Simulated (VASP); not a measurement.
Here is a VASP 6.6.1 calculation.

Contents of INCAR:

```
PREC = Accurate ; ENCUT = 560
EDIFF = 1E-6 ; ISMEAR = -1
SIGMA = 0.6 ; LREAL = False
LASPH = True ; NELM = 120
ALGO = Normal ; ISIF = 2
LWAVE = False ; LCHARG = True
GGA = CA ; LELF = True
LVHAR = True ; NBANDS = 14
GGA_COMPAT = False
```

File KPOINTS:

```
Automatic mesh
0
Gamma
  14 14 14
```

The input POSCAR:

```
Ir
1.0
    0.0000000000      1.9060927672      1.9060927672
    1.9060927672      0.0000000000      1.9060927672
    1.9060927672      1.9060927672      0.0000000000
Ir
1
Direct
    0.0000000000      0.0000000000      0.0000000000
```

Potentials or basis: VASP PAW LDA potentials, release 64 (Ir_sv_GW).

Run with:

```console
$ cat potpaw_LDA.64/Ir_sv_GW/POTCAR > POTCAR
$ mpirun -np 1 vasp_std > vasp.out
```

Task: Estimate the pressure.

Result: 9.6 GPa.

Task: Predict the band gap on the k mesh.

Result: Zero (an odd number of electrons rules out a gap without spin polarisation).

Caveat: the cell stands under pressure; so wide a smearing shifts energies and pressures; spin-orbit coupling is left out, which moves the levels of the heavy elements.
